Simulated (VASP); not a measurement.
# Ba3B2 (R-3m) in VASP: single point with PBE

Aim: the single point of Ba3B2 with PBE.

Everything below comes from runs of VASP 6.6.1. Logs are shortened: lines on timing, memory, paths and dates and some standing lists are left out, and cuts for length are marked.

## 1. The cell of the first run

It takes space group R-3m (No. 166, trigonal). The conventional cell has a = 7.351 Å, b = 7.351 Å, c = 9.842 Å, α = 90.00°, β = 90.00°, γ = 120.00°. Within 4.3 Å of Ba (site symmetry 2/m) lie 6 B at 3.27 to 3.76 Å and 8 Ba at 3.68 to 3.91 Å. Within 2.1 Å of B (site symmetry 3m) lie 1 B at 1.58 Å.

## 2. Single point, PBE

POSCAR reads:

```
Ba3B2
1.0
    3.6755704177      2.1220915701      3.2806105451
   -3.6755704177      2.1220915701      3.2806105451
    0.0000000000     -4.2441831402      3.2806105451
Ba B
3 2
Direct
    0.5000000000      0.5000000000      0.0000000000
    0.0000000000      0.5000000000      0.5000000000
    0.5000000000      0.0000000000      0.5000000000
    0.9196532502      0.9196532502      0.9196532502
    0.0803467498      0.0803467498      0.0803467498
```

INCAR.step1 reads:

```
  PREC = Accurate
  ENCUT = 520
  EDIFF = 1E-7
  ISMEAR = 0
  SIGMA = 0.1
  LREAL = F
  LASPH = T
  NELM = 60
  ALGO = Fast
  ISIF = 2
  LWAVE = F
  LCHARG = T
  GGA = PE
  NBANDS = 26
```

KPOINTS.step1 reads:

```
Automatic mesh
0
Gamma
  6 6 6
```

INCAR.step2 reads:

```
  PREC = Accurate
  ENCUT = 520
  EDIFF = 1E-7
  ISMEAR = -5
  SIGMA = 0.1
  LREAL = F
  LASPH = T
  NELM = 60
  ALGO = Fast
  ISIF = 2
  LWAVE = F
  LCHARG = F
  GGA = PE
  LORBIT = 11
  NEDOS = 2001
  ICHARG = 11
```

KPOINTS.step2 reads:

```
Automatic mesh
0
Gamma
  9 9 9
```

Potentials or basis: VASP PAW PBE potentials, release 64 (Ba_sv, B).

Run with:

```
$ cat potpaw_PBE.64/Ba_sv/POTCAR potpaw_PBE.64/B/POTCAR > POTCAR
$ cp INCAR.step1 INCAR
$ cp KPOINTS.step1 KPOINTS
$ mpirun -np 1 vasp_std > vasp.out
$ cp INCAR.step2 INCAR
$ cp KPOINTS.step2 KPOINTS
$ mpirun -np 1 vasp_std > vasp.out
```

OUTCAR:

```text
PREC = Accurate
   ENCUT = 520
   EDIFF = 1E-7
   ISMEAR = -5
   LREAL = F
   LASPH = T
   NELM = 60
   ISIF = 2
   GGA = PE
   LORBIT = 11
   ICHARG = 11

 ion  position               nearest neighbor table
   1  0.500  0.500  0.000-   4 3.27   5 3.27   2 3.68   3 3.68   3 3.68   2 3.68   2 3.91   3 3.91
                             3 3.91   2 3.91
   2  0.000  0.500  0.500-   4 3.27   5 3.27   3 3.68   3 3.68   1 3.68   1 3.68   1 3.91   1 3.91
                             3 3.91   3 3.91
   3  0.500  0.000  0.500-   4 3.27   5 3.27   2 3.68   2 3.68   1 3.68   1 3.68   1 3.91   1 3.91
                             2 3.91   2 3.91
   4  0.920  0.920  0.920-   5 1.58   3 3.27   2 3.27   1 3.27
   5  0.080  0.080  0.080-   4 1.58   3 3.27   2 3.27   1 3.27

  LATTYP: Found a trigonal (rhomboedric) cell.
 ALAT       =     5.3642796419
 COS(alpha) =     0.0610192881

  Lattice vectors:

 A1 = (   3.6755704177,   2.1220915701,   3.2806105451)
 A2 = (  -3.6755704177,   2.1220915701,   3.2806105451)
 A3 = (   0.0000000000,  -4.2441831402,   3.2806105451)

Analysis of symmetry for initial positions (statically):
=====================================================================
 Subroutine PRICEL returns:
 Original cell was already a primitive cell.

 Routine SETGRP: Setting up the symmetry group for a
 trigonal (rhombohedral) supercell.

 Subroutine GETGRP returns: Found 12 space group operations
 (whereof 12 operations were pure point group operations)
 out of a pool of 12 trial point group operations.

The static configuration has the point symmetry D_3d.

Analysis of symmetry for dynamics (positions and initial velocities):
=====================================================================
 Subroutine PRICEL returns:
 Original cell was already a primitive cell.

 Routine SETGRP: Setting up the symmetry group for a
 trigonal (rhombohedral) supercell.

 Subroutine GETGRP returns: Found 12 space group operations
 (whereof 12 operations were pure point group operations)
 out of a pool of 12 trial point group operations.

The dynamic configuration has the point symmetry D_3d.

 Subroutine INISYM returns: Found 12 space group operations
 (whereof 12 operations are pure point group operations),
 and found     1 'primitive' translations

----------------------------------------------------------------------------------------

                                     Primitive cell

  volume of cell :     153.5305

  direct lattice vectors                    reciprocal lattice vectors
     3.675570418  2.122091570  3.280610545     0.136033307  0.078538867  0.101607103
    -3.675570418  2.122091570  3.280610545    -0.136033307  0.078538867  0.101607103
     0.000000000 -4.244183140  3.280610545     0.000000000 -0.157077733  0.101607103

  length of vectors
     5.364279642  5.364279642  5.364279642     0.187075967  0.187075967  0.187075967

  position of ions in fractional coordinates (direct lattice)
     0.500000000  0.500000000  0.000000000
     0.000000000  0.500000000  0.500000000
     0.500000000  0.000000000  0.500000000
     0.919653250  0.919653250  0.919653250
     0.080346750  0.080346750  0.080346750

  ion indices of the primitive-cell ions
   primitive index   ion index
                 1           1
                 2           2
                 3           3
                 4           4
                 5           5

----------------------------------------------------------------------------------------

 KPOINTS: Automatic mesh

Automatic generation of k-mesh.
 Grid dimensions read from file:
 generate k-points for:    9    9    9

 Generating k-lattice:

  Cartesian coordinates                     Fractional coordinates (reciprocal lattice)
     0.015114812  0.008726541  0.011289678     0.111111111 -0.000000000  0.000000000
    -0.015114812  0.008726541  0.011289678    -0.000000000  0.111111111  0.000000000
     0.000000000 -0.017453081  0.011289678     0.000000000  0.000000000  0.111111111

  Length of vectors
     0.020786219  0.020786219  0.020786219

  Shift w.r.t. Gamma in fractional coordinates (k-lattice)
     0.000000000  0.000000000  0.000000000

 TETIRR: Found    369 inequivalent tetrahedra from     4374

 Subroutine IBZKPT returns following result:
 ===========================================

 Found     85 irreducible k-points:

 Following reciprocal coordinates:
            Coordinates               Weight
  0.000000  0.000000  0.000000      1.000000
  0.111111  0.000000  0.000000      6.000000
  0.222222  0.000000  0.000000      6.000000
  0.333333  0.000000  0.000000      6.000000
  0.444444  0.000000  0.000000      6.000000
  0.111111  0.111111  0.000000      6.000000
[... 16 lines left out ...]
 -0.333333  0.333333  0.000000      6.000000
  0.444444  0.444444  0.000000      6.000000
 [... further k-points ...]
   k-points           NKPTS =     85   k-points in BZ     NKDIM =     85   number of bands    NBANDS=     22
   number of dos      NEDOS =   2001   number of ions     NIONS =      5
   total plane-waves  NPLWV =  64000
   dimension x,y,z NGX =    40 NGY =   40 NGZ =   40
   dimension x,y,z NGXF=    80 NGYF=   80 NGZF=   80
   ions per type =               3   2
   NGX,Y,Z   is equivalent  to a cutoff of  12.40, 12.40, 12.40 a.u.
   NGXF,Y,Z  is equivalent  to a cutoff of  24.79, 24.79, 24.79 a.u.
 SYSTEM =  unknown system
   PREC   = accura    normal or accurate (medium, high low for compatibility)
   ISTART =      0    job   : 0-new  1-cont  2-samecut
   ICHARG =     11    charge: 1-file 2-atom 10-const
   ISPIN  =      1    spin polarized calculation?
   LNONCOLLINEAR =      F non collinear calculations
   LSORBIT =      F    spin-orbit coupling
   LASPH  =      T    aspherical Exc in radial PAW
   ENCUT  =  520.0 eV  38.22 Ry    6.18 a.u.   9.97  9.97  9.97*2*pi/ulx,y,z
   NELM   =     60;   NELMIN=  2; NELMDL=  0     # of ELM steps
   EDIFF  = 0.1E-06   stopping-criterion for ELM
   LREAL  =      F    real-space projection
   EDIFFG = 0.1E-05   stopping-criterion for IOM
   NSW    =      0    number of steps for IOM
   IBRION =     -1    ionic relax: 0-MD 1-quasi-New 2-CG
   NFREE  =      0    steps in history (QN), initial steepest desc. (CG)
   ISIF   =      2    stress and relaxation
   ISYM   =      2    0-nonsym 1-usesym 2-fastsym
   POTIM  = 0.5000    time-step for ionic-motion
   TEBEG  =    0.0;   TEEND  =   0.0 temperature during run
   PSTRESS=    0.0 pullay stress
   NELECT =      36.0000    total number of electrons
   NUPDOWN=      -1.0000    fix difference up-down
   EMIN   =  10.00;   EMAX   =-10.00  energy-range for DOS
   EFERMI =   0.00;   METHOD = LEGACY
   ISMEAR =    -5;   SIGMA  =   0.10  broadening in eV -4-tet -1-fermi 0-gaus
   EFERMI_NEDOS =   21; number of points for ismear=-14 and -15
   IALGO  =     68    algorithm
   IMIX   =      4    mixing-type and parameters
     AMIX     =   0.40;   BMIX     =  1.00
     AMIX_MAG =   1.60;   BMIX_MAG =  1.00
  volume/ion in A,a.u.               =      30.71       207.22
  Fermi-wavevector in a.u.,A,eV,Ry     =   1.009510  1.907698 13.865846  1.019111
  Thomas-Fermi vector in A             =   2.142443
   LORBIT       =     11    0 simple, 1 ext, 2 COOP (PROOUT), +10 PAW based schemes
   GGA     = PE    functional components
   LHFCALC =     F    Hartree Fock is set to
   AEXX    =    0.0000 exact exchange contribution
   IVDW    =     0    specifies the selected vdW correction
   LEPSILON=     F    determine dielectric tensor
   LRPA    =     F    only Hartree local field effects (RPA)
 non-spin polarized calculation
 RMM-DIIS sequential band-by-band and
 Fermi weights with tetrahedron method with Bloechl corrections
  energy-cutoff  :      520.00
  volume of cell :      153.53
 maximum number of plane-waves:      4170

 number of electron      35.9999993 magnetization

 Free energy of the ion-electron system (eV)
  ---------------------------------------------------
  ext. energy  EPLUGINS =         0.00000000
  ---------------------------------------------------
  free energy    TOTEN  =       -16.69290873 eV

  energy without entropy =      -16.69290873  energy(sigma->0) =      -16.69290873

 E-fermi :   2.8505     XC(G=0):  -8.8311

 val. band max:        2.8794152875   @ k =   0.4444   0.3333   0.3333
 cond. band min:       2.8087588326   @ k =  -0.4444   0.4444   0.3333
 fundamental gap:     -0.0706564548
 Fermi energy:         2.8505105454

 k-point     1 :       0.0000    0.0000    0.0000
  band No.  band energies     occupation
      1     -25.7946      2.00000
      2     -25.4949      2.00000
      3     -25.4949      2.00000
      4     -11.7480      2.00000
      5     -11.4663      2.00000
      6     -11.4663      2.00000
[... 14 lines left out ...]
     21       2.8802      0.00000
     22       2.9572      0.00000

 k-point     2 :       0.1111    0.0000    0.0000
  band No.  band energies     occupation
      1     -25.7868      2.00000
      2     -25.5031      2.00000
      3     -25.4948      2.00000
      4     -11.7194      2.00000
      5     -11.4498      2.00000
      6     -11.4444      2.00000
[... 14 lines left out ...]
     21       2.9635      0.00000
     22       3.2510      0.00000
[... 523 lines left out ...]
     21       4.2847      0.00000
     22       4.3994      0.00000

 k-point    24 :       0.4444    0.4444    0.0000
  band No.  band energies     occupation
      1     -25.6417      2.00000
      2     -25.5822      2.00000
      3     -25.5608      2.00000
      4     -11.6264      2.00000
      5     -11.3429      2.00000
      6     -11.0605      2.00000
[... 14 lines left out ...]
     21       4.1307      0.00000
     22       4.7446      0.00000

 [... further k-points ...]

------------------------ aborting loop because EDIFF is reached ----------------------------------------

  FORCE on cell =-STRESS in cart. coord.  units (eV):
  Direction    XX          YY          ZZ          XY          YZ          ZX
  --------------------------------------------------------------------------------------
  -------------------------------------------------------------------------------------
  Total        0.6339454      0.6339454      0.6139679     -0.0000000     -0.0000000      0.0000000
  in kB        6.6155762      6.6155762      6.4070996     -0.0000000     -0.0000000      0.0000000
  external PRESSURE =       6.5460840 kB  Pullay stress =       0.0000000 kB

 VOLUME and BASIS-vectors are now :
 -----------------------------------------------------------------------------
  energy-cutoff  :      520.00
  volume of cell :      153.53
      direct lattice vectors                 reciprocal lattice vectors
     3.675570418  2.122091570  3.280610545     0.136033307  0.078538867  0.101607103
    -3.675570418  2.122091570  3.280610545    -0.136033307  0.078538867  0.101607103
     0.000000000 -4.244183140  3.280610545     0.000000000 -0.157077733  0.101607103

 POSITION                                       TOTAL-FORCE (eV/Angst)
 -----------------------------------------------------------------------------------
      0.00000      2.12209      3.28061        -0.000000      0.000000      0.000000
     -1.83779     -1.06105      3.28061        -0.000000      0.000000      0.000000
      1.83779     -1.06105      3.28061         0.000000      0.000000      0.000000
      0.00000      0.00000      9.05107         0.000000     -0.000000      0.070353
      0.00000      0.00000      0.79076         0.000000      0.000000     -0.070353
 -----------------------------------------------------------------------------------
    total drift:                                0.000000      0.000000     -0.000000

  FREE ENERGIE OF THE ION-ELECTRON SYSTEM (eV)
  ---------------------------------------------------
  free  energy   TOTEN  =       -16.6929087269 eV

  energy  without entropy=      -16.6929087269  energy(sigma->0) =      -16.69290873

 total charge

# of ion       s       p       d       tot
------------------------------------------
    1        2.047   5.553   0.400   8.000
    2        2.047   5.553   0.400   8.000
    3        2.047   5.553   0.400   8.000
    4        0.731   0.970   0.000   1.702
    5        0.731   0.970   0.000   1.702
--------------------------------------------------
tot          7.603  18.599   1.200  27.402
```

Run time: 6.2 min. Hardware: 1 thread of AMD EPYC 7R13 (Zen 3), shared host; peak memory 0.37 GiB.

Results:

- Valence electrons inside the program's atomic spheres: Ba 8.00; B 1.70

Caveat: spin-orbit coupling is left out, which moves the levels of the heavy elements; tetrahedron occupations give inexact forces and stress in metals.
